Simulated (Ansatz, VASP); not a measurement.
## K5AgS3 in VASP and in Ansatz

```
CELL_PARAMETERS angstrom
6.49390 0.00000 0.00000
-3.24695 5.62388 0.00000
0.00000 0.00000 10.30474
ATOMIC_POSITIONS crystal
K 0.00000 0.00000 0.00000
K 0.33333 0.66667 0.27299
K 0.33333 0.66667 0.72701
K 0.66667 0.33333 0.72701
K 0.66667 0.33333 0.27299
Ag 0.00000 0.00000 0.50000
S 0.50000 0.00000 0.50000
S 0.00000 0.50000 0.50000
S 0.50000 0.50000 0.50000
```

Alike in both runs: functional PBE; k mesh 6 × 6 × 4; occupations gaussian, width 0.1 eV; no spin polarisation.

Ansatz relaxed the structure, and its values are those at the end. VASP's run is a single point on that final structure, the one shown.

|  | VASP | Ansatz |
| --- | --- | --- |
| version | VASP 6.6.1 | Ansatz 0.2.0 |
| potentials or method | VASP PAW PBE potentials, release 64 (K_sv, Ag, S), cutoff 520 eV | scalar-relativistic, plane waves, PAW |
| valence electrons in the cell | 74 | 82 |

```csv
,VASP,Ansatz,Ansatz less VASP
gap on the k mesh at the Fermi level (eV),none,none,-
pressure (GPa),0.0,0.0,-0.02
rms of the force components (eV/Å),0.007,0.000,-0.0072
```

A gap of «none» marks a metal or a gap that the smearing closes. With one functional, cell and mesh, what is left measures potentials, basis and numerics. VASP's potentials hold 74 valence electrons a cell and Ansatz's 82, so a difference there can come from the potentials and not from the codes.
